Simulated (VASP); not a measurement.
Here is a VASP 6.6.1 calculation.

Contents of INCAR:

```
PREC = Accurate ; ENCUT = 520
EDIFF = 1E-7 ; ISMEAR = -1
SIGMA = 0.05 ; LREAL = F
LASPH = T ; NELM = 80
ALGO = Normal ; ISIF = 2
LWAVE = F ; LCHARG = F
GGA = PS ; NBANDS = 16
```

The input KPOINTS:

```
Automatic mesh
0
Gamma
  6 6 5
```

Contents of POSCAR:

```
Se
1.0
    4.3662000000      0.0000000000      0.0000000000
   -2.1831000000      3.7812401180      0.0000000000
    0.0000000000      0.0000000000      5.0526720000
Se
3
Direct
    0.7746000000      0.7746000000      0.0000000000
    0.0000000000      0.2254000000      0.6666666667
    0.2254000000      0.0000000000      0.3333333333
```

Potentials or basis: VASP PAW PBE potentials, release 64 (Se).

Command:

```sh
$ cat potpaw_PBE.64/Se/POTCAR > POTCAR
$ mpirun -np 1 vasp_std > vasp.out
```

Q: Estimate the largest force.

A: 0.105 eV/Å.

Q: Estimate the band gap on the k mesh.

A: 1.27 eV, indirect (least direct gap 1.28 eV).

Q: Predict the pressure.

A: -1.2 GPa.

Forces on the atoms (eV/Å):
```
Se  -0.053 -0.091  0.000
Se  -0.053  0.091  0.000
Se   0.105  0.000  0.000
```

Caveat: the PAW data sets were made with another functional, which shifts forces and pressure a little. A k mesh can miss the band edges.
